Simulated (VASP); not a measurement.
# SnO2 (P1) in VASP: a series of runs

SnO2 is run at these levels: LDA; tasks: single point.

All numbers are computed with VASP 6.6.1; they aren't measurements. Logs are shortened: lines on timing, memory, paths and dates and some standing lists are left out, and cuts for length are marked.

## (1) The cell of the first run

The typed cell holds 6 atoms: a = 4.721 Å, b = 4.724 Å, c = 3.190 Å, α = 90.00°, β = 90.00°, γ = 90.00°.

## (2) Single point, LDA (atom 3 (O) moved by (+0.300, -0.300) A along [1 1 0] and z)

INCAR

```
SYSTEM = SnO2
ALGO = Normal ; EDIFF = 1E-6
ENCUT = 520 ; GGA = CA
ISIF = 2 ; ISMEAR = 0
LASPH = .True. ; LCHARG = .False.
LREAL = .False. ; LWAVE = .False.
NBANDS = 35 ; NELM = 80
PREC = Accurate ; SIGMA = 0.05
```

KPOINTS

```
k-points
0
Gamma
  6 6 8
  0 0 0
```

POSCAR

```
SnO2
1.0
    4.7212714761      0.0000000000      0.0000000000
    0.0000000000      4.7242464798      0.0000000000
    0.0000000000      0.0000000000      3.1900193999
Sn O
2 4
Direct
    0.5000000000      0.5000000000      0.5000000000
    0.0000000000      0.0000000000      0.0000000000
    0.3504980925      0.3514749487     -0.0940433152
    0.8055669685      0.1934278808      0.5000000000
    0.1944330315      0.8065721192      0.5000000000
    0.6944330315      0.6934278808      0.0000000000
```

Potentials or basis: VASP PAW LDA potentials, release 64 (Sn_d, O).

Started as:

```bash
$ cat potpaw_LDA.64/Sn_d/POTCAR potpaw_LDA.64/O/POTCAR > POTCAR
$ mpirun -np 1 vasp_std > vasp.out
```

OUTCAR:

```text
SYSTEM = SnO2
   EDIFF = 1E-6
   ENCUT = 520
   GGA = CA
   ISIF = 2
   ISMEAR = 0
   LASPH = .True.
   LREAL = .False.
   NELM = 80
   PREC = Accurate

 ion  position               nearest neighbor table
   1  0.500  0.500  0.500-   3 1.63   4 2.04   5 2.04   6 2.05   6 2.05   3 2.14   2 3.70   2 3.70
                             2 3.70   2 3.70   2 3.70   2 3.70   2 3.70   2 3.70
   2  0.000  0.000  0.000-   6 2.04   5 2.05   4 2.05   4 2.05   5 2.05   3 2.36   1 3.70   1 3.70
                             1 3.70   1 3.70   1 3.70   1 3.70   1 3.70   1 3.70
   3  0.350  0.351  0.906-   1 1.63   1 2.14   2 2.36
   4  0.806  0.193  0.500-   1 2.04   2 2.05   2 2.05
   5  0.194  0.807  0.500-   1 2.04   2 2.05   2 2.05
   6  0.694  0.693  0.000-   2 2.04   1 2.05   1 2.05

  LATTYP: Found a simple orthorhombic cell.
 ALAT       =     3.1900193999
 B/A-ratio  =     1.4800134056
 C/A-ratio  =     1.4809460030

  Lattice vectors:

 A1 = (   0.0000000000,   0.0000000000,   3.1900193999)
 A2 = (   4.7212714761,   0.0000000000,   0.0000000000)
 A3 = (   0.0000000000,   4.7242464798,   0.0000000000)

Analysis of symmetry for initial positions (statically):
=====================================================================
 Subroutine PRICEL returns:
 Original cell was already a primitive cell.

 Routine SETGRP: Setting up the symmetry group for a
 simple orthorhombic supercell.

 Subroutine GETGRP returns: Found  1 space group operations
 (whereof  1 operations were pure point group operations)
 out of a pool of  8 trial point group operations.

The static configuration has the point symmetry C_1 .

Analysis of symmetry for dynamics (positions and initial velocities):
=====================================================================
 Subroutine PRICEL returns:
 Original cell was already a primitive cell.

 Routine SETGRP: Setting up the symmetry group for a
 simple orthorhombic supercell.

 Subroutine GETGRP returns: Found  1 space group operations
 (whereof  1 operations were pure point group operations)
 out of a pool of  8 trial point group operations.

The dynamic configuration has the point symmetry C_1 .

 Subroutine INISYM returns: Found  1 space group operations
 (whereof  1 operations are pure point group operations),
 and found     1 'primitive' translations

----------------------------------------------------------------------------------------

[... 96 lines left out ...]
   LSORBIT =      F    spin-orbit coupling
   LASPH  =      T    aspherical Exc in radial PAW
   ENCUT  =  520.0 eV  38.22 Ry    6.18 a.u.   8.78  8.78  5.93*2*pi/ulx,y,z
   NELM   =     80;   NELMIN=  2; NELMDL= -5     # of ELM steps
   EDIFF  = 0.1E-05   stopping-criterion for ELM
   LREAL  =      F    real-space projection
   EDIFFG = 0.1E-04   stopping-criterion for IOM
   NSW    =      0    number of steps for IOM
   IBRION =     -1    ionic relax: 0-MD 1-quasi-New 2-CG
   NFREE  =      0    steps in history (QN), initial steepest desc. (CG)
   ISIF   =      2    stress and relaxation
   ISYM   =      2    0-nonsym 1-usesym 2-fastsym
   POTIM  = 0.5000    time-step for ionic-motion
   TEBEG  =    0.0;   TEEND  =   0.0 temperature during run
   PSTRESS=    0.0 pullay stress
   NELECT =      52.0000    total number of electrons
   NUPDOWN=      -1.0000    fix difference up-down
   EMIN   =  10.00;   EMAX   =-10.00  energy-range for DOS
   EFERMI =   0.00;   METHOD = LEGACY
   ISMEAR =     0;   SIGMA  =   0.05  broadening in eV -4-tet -1-fermi 0-gaus
   EFERMI_NEDOS =   21; number of points for ismear=-14 and -15
   IALGO  =     38    algorithm
   IMIX   =      4    mixing-type and parameters
     AMIX     =   0.40;   BMIX     =  1.00
     AMIX_MAG =   1.60;   BMIX_MAG =  1.00
  volume/ion in A,a.u.               =      11.86        80.03
  Fermi-wavevector in a.u.,A,eV,Ry     =   1.474623  2.786633 29.586045  2.174513
  Thomas-Fermi vector in A             =   2.589372
   LORBIT       =      0    0 simple, 1 ext, 2 COOP (PROOUT), +10 PAW based schemes
   GGA     = CA    functional components
   LHFCALC =     F    Hartree Fock is set to
   AEXX    =    0.0000 exact exchange contribution
   IVDW    =     0    specifies the selected vdW correction
   LEPSILON=     F    determine dielectric tensor
   LRPA    =     F    only Hartree local field effects (RPA)
 non-spin polarized calculation
 Gauss-broadening in eV      SIGMA  =   0.05
  energy-cutoff  :      520.00
  volume of cell :       71.15
 maximum number of plane-waves:      1944
   NGX = 17   NGY = 17   NGZ = 11

 number of electron      51.9999993 magnetization

 Free energy of the ion-electron system (eV)
  ---------------------------------------------------
  ext. energy  EPLUGINS =         0.00000000
  ---------------------------------------------------
  free energy    TOTEN  =       -39.52616259 eV

  energy without entropy =      -39.52616259  energy(sigma->0) =      -39.52616259

 E-fermi :   6.2155     XC(G=0): -11.7838

 val. band max:        5.9517371423   @ k =   0.0000   0.0000   0.0000
 cond. band min:       7.2290064862   @ k =   0.0000   0.0000   0.0000
 fundamental gap:      1.2772693439
 Fermi energy:         6.2154963308

 k-point     1 :       0.0000    0.0000    0.0000
  band No.  band energies     occupation
      1     -15.9672      2.00000
      2     -14.8526      2.00000
      3     -14.1727      2.00000
      4     -14.1643      2.00000
      5     -14.0370      2.00000
      6     -13.9857      2.00000
[... 901 lines left out ...]
     34      18.0692      0.00000
     35      18.4930      0.00000

 [... further k-points ...]
[... 5 lines left out ...]
  --------------------------------------------------------------------------------------
  -------------------------------------------------------------------------------------
  Total        6.3012939      6.2306355     12.7089500      3.1885246     -6.6117494     -6.6594934
  in kB      141.8912036    140.3001322    286.1774495     71.7985221   -148.8819753   -149.9570641
  external PRESSURE =     189.4562618 kB  Pullay stress =       0.0000000 kB

 VOLUME and BASIS-vectors are now :
 -----------------------------------------------------------------------------
  energy-cutoff  :      520.00
  volume of cell :       71.15
      direct lattice vectors                 reciprocal lattice vectors
     4.721271476  0.000000000  0.000000000     0.211807350  0.000000000  0.000000000
     0.000000000  4.724246480  0.000000000     0.000000000  0.211673968  0.000000000
     0.000000000  0.000000000  3.190019400     0.000000000  0.000000000  0.313477717

 POSITION                                       TOTAL-FORCE (eV/Angst)
 -----------------------------------------------------------------------------------
      2.36064      2.36212      1.59501         6.288260      6.255225    -11.513165
      0.00000      0.00000      0.00000         0.179824      0.177287     -0.192323
      1.65480      1.66045      2.89002        -8.387599     -8.356870     12.241595
      3.80330      0.91380      1.59501         0.892485     -0.207475     -0.499371
      0.91797      3.81045      1.59501        -0.210520      0.897526     -0.500619
      3.27861      3.27592      0.00000         1.237550      1.234307      0.463882
 -----------------------------------------------------------------------------------
    total drift:                                0.000345      0.000178     -0.000449

  FREE ENERGIE OF THE ION-ELECTRON SYSTEM (eV)
  ---------------------------------------------------
  free  energy   TOTEN  =       -39.5261625908 eV

  energy  without entropy=      -39.5261625908  energy(sigma->0) =      -39.52616259
```

OSZICAR:

```text
N       E                     dE             d eps       ncg     rms          rms(c)
DAV:   1     0.637670341626E+03    0.63767E+03   -0.25661E+04 11565   0.233E+03
DAV:   2     0.548488855149E+02   -0.58282E+03   -0.54903E+03 11120   0.614E+02
DAV:   3    -0.415244656186E+02   -0.96373E+02   -0.94635E+02 11191   0.210E+02
DAV:   4    -0.464519350634E+02   -0.49275E+01   -0.48924E+01 13092   0.516E+01
DAV:   5    -0.465803112203E+02   -0.12838E+00   -0.12823E+00 12790   0.872E+00    0.175E+01
DAV:   6    -0.395748253505E+02    0.70055E+01   -0.18608E+01 16774   0.710E+01    0.696E+00
DAV:   7    -0.396374573713E+02   -0.62632E-01   -0.26263E+00 11456   0.914E+00    0.355E+00
DAV:   8    -0.395458085960E+02    0.91649E-01   -0.27748E-01 16155   0.550E+00    0.948E-01
DAV:   9    -0.395259175811E+02    0.19891E-01   -0.42089E-02 16503   0.338E+00    0.144E-01
DAV:  10    -0.395261982592E+02   -0.28068E-03   -0.58136E-03 12864   0.630E-01    0.112E-01
DAV:  11    -0.395261622673E+02    0.35992E-04   -0.54712E-04 16218   0.216E-01    0.482E-02
DAV:  12    -0.395261626576E+02   -0.39028E-06   -0.59680E-05 12570   0.632E-02    0.177E-02
DAV:  13    -0.395261625908E+02    0.66721E-07   -0.76178E-06 12783   0.330E-02
   1 F= -.39526163E+02 E0= -.39526163E+02  d E =-.804721E-16
```

stdout:

```text
POSCAR found type information on POSCAR SnO
 POSCAR found :  2 types and       6 ions
 scaLAPACK will be used
 LDA part: xc-table for (Slater(with rela. corr.)+CA(PZ))
 , standard interpolation
 POSCAR, INCAR and KPOINTS ok, starting setup
 FFT: planning ... GRIDC
 FFT: planning ... GRID_SOFT
 FFT: planning ... GRID
 WAVECAR not read
 entering main loop
```

Run time: 6.7 min. Hardware: 1 thread of Intel Xeon 8259CL, shared host; peak memory 0.36 GiB.

What came out:

```
Free energy            : -39.5262 eV
Pressure               : 18.9 GPa
Largest force          : 17.031 eV/Å
Band gap on the k mesh : 1.28 eV
```

Forces in eV/Å, atoms in the order of the input:
```
Sn    6.288   6.255 -11.513
Sn    0.180   0.177  -0.192
O    -8.388  -8.357  12.242
O     0.892  -0.207  -0.499
O    -0.211   0.898  -0.501
O     1.238   1.234   0.464
```

Stress tensor (GPa, compression positive):
```
 14.19   7.18 -15.00
  7.18  14.03 -14.89
-15.00 -14.89  28.62
```

Levels at points of the mesh, in eV from the valence-band top:
```
           k point  band 22  band 23  band 24  band 25  band 26  band 27  band 28  band 29  band 30  band 31
(0.00, 0.00, 0.00)    -1.40    -0.98    -0.98    -0.64     0.00     1.28     5.59     6.16     6.31     9.89
(0.50, 0.00, 0.00)    -1.68    -1.34    -1.05    -0.82    -0.51     3.67     4.65     6.54     6.79     9.43
(0.00, 0.50, 0.00)    -1.69    -1.34    -1.05    -0.82    -0.51     3.68     4.66     6.56     6.80     9.42
(0.50, 0.50, 0.00)    -1.47    -1.33    -1.10    -1.06    -0.76     3.66     5.06     6.85     7.25     9.48
(0.00, 0.00, 0.50)    -1.96    -1.79    -1.42    -1.36    -1.24     4.94     7.23     8.36     9.88     9.99
(0.50, 0.00, 0.50)    -1.65    -1.22    -1.06    -0.72    -0.46     5.13     7.39     7.70     8.08    10.26
(0.00, 0.50, 0.50)    -1.64    -1.23    -1.07    -0.72    -0.46     5.13     7.38     7.70     8.08    10.27
(0.50, 0.50, 0.50)    -1.73    -1.20    -1.19    -0.94    -0.72     4.32     5.94     8.04     8.64    10.08
```

Caveat: the cell differs from its parent crystal (atom 3 (O) moved by (+0.300, -0.300) A along [1 1 0] and z); the stress differs along the axes, from 14 to 29 GPa; spin-orbit coupling is left out, which moves the levels of the heavy elements; forces of over 1 eV/Å act on the atoms, so gaps and moduli don't describe the material at rest.

## (3) Single point, LDA (atom 3 (O) moved by (-0.300, -0.150) A along [1 1 0] and z)

INCAR

```
  ALGO = Normal
  EDIFF = 1E-6
  ENCUT = 520
  ISIF = 2
  ISMEAR = 0
  LASPH = T
  LCHARG = F
  LREAL = F
  LWAVE = F
  NBANDS = 35
  NELM = 80
  PREC = Accurate
  SIGMA = 0.05
```

KPOINTS

```
k-points
0
Gamma
  6 6 8
```

Edit POSCAR of step 2 so:

```diff
@@ -10,3 +10,3 @@
     0.0000000000      0.0000000000      0.0000000000
-    0.3504980925      0.3514749487     -0.0940433152
+    0.2606358445      0.2616692897     -0.0470216576
     0.8055669685      0.1934278808      0.5000000000
```

Potentials or basis: VASP PAW LDA potentials, release 64 (Sn_d, O).

Started as:

```bash
$ cat potpaw_LDA.64/Sn_d/POTCAR potpaw_LDA.64/O/POTCAR > POTCAR
$ mpirun -np 1 vasp_std > vasp.out
```

It took 6.4 min on 1 thread of Intel Xeon 8259CL, shared host; peak memory 0.36 GiB.

Results (log left out):

```yaml
Free_energy: -40.9115 eV
Pressure: 7.7 GPa
Largest_force: 10.052 eV/Å
Band_gap_on_the_k_mesh: 0.89 eV
```

Forces in eV/Å, atoms in the order of the input:
```
Sn  -0.993 -0.992 -0.154
Sn  -4.508 -4.524  0.606
O    7.097  7.115  0.200
O   -1.153  0.266 -0.314
O    0.267 -1.157 -0.313
O   -0.711 -0.707 -0.025
```

Stress tensor (GPa, compression positive):
```
 9.84 11.25 -0.95
11.25  9.97 -0.95
-0.95 -0.95  3.18
```

Levels at points of the mesh, in eV from the valence-band top:
| k point | band 22 | band 23 | band 24 | band 25 | band 26 | band 27 | band 28 | band 29 | band 30 | band 31 |
| --- | --- | --- | --- | --- | --- | --- | --- | --- | --- | --- |
| (0.00, 0.00, 0.00) | -1.31 | -1.23 | -0.88 | -0.79 | 0.00 | 0.89 | 5.90 | 5.94 | 6.37 | 9.63 |
| (0.50, 0.00, 0.00) | -2.21 | -1.28 | -1.17 | -0.81 | -0.42 | 3.69 | 4.75 | 6.82 | 7.19 | 10.07 |
| (0.00, 0.50, 0.00) | -2.22 | -1.28 | -1.16 | -0.81 | -0.42 | 3.70 | 4.75 | 6.84 | 7.20 | 10.06 |
| (0.50, 0.50, 0.00) | -2.39 | -1.33 | -1.33 | -1.14 | -0.74 | 4.11 | 5.63 | 7.18 | 7.55 | 10.17 |
| (0.00, 0.00, 0.50) | -2.74 | -1.95 | -1.75 | -1.20 | -1.20 | 4.71 | 6.52 | 8.42 | 9.56 | 10.17 |
| (0.50, 0.00, 0.50) | -1.85 | -1.24 | -1.03 | -0.78 | -0.65 | 4.96 | 6.53 | 7.53 | 8.13 | 9.99 |
| (0.00, 0.50, 0.50) | -1.84 | -1.25 | -1.04 | -0.77 | -0.64 | 4.96 | 6.52 | 7.53 | 8.12 | 10.00 |
| (0.50, 0.50, 0.50) | -1.87 | -1.17 | -0.89 | -0.72 | -0.71 | 3.33 | 4.53 | 8.60 | 8.93 | 9.92 |

Caveat: the cell differs from its parent crystal (atom 3 (O) moved by (-0.300, -0.150) A along [1 1 0] and z); the stress differs along the axes, from 3 to 10 GPa; spin-orbit coupling is left out, which moves the levels of the heavy elements; forces of over 1 eV/Å act on the atoms, so gaps and moduli don't describe the material at rest.
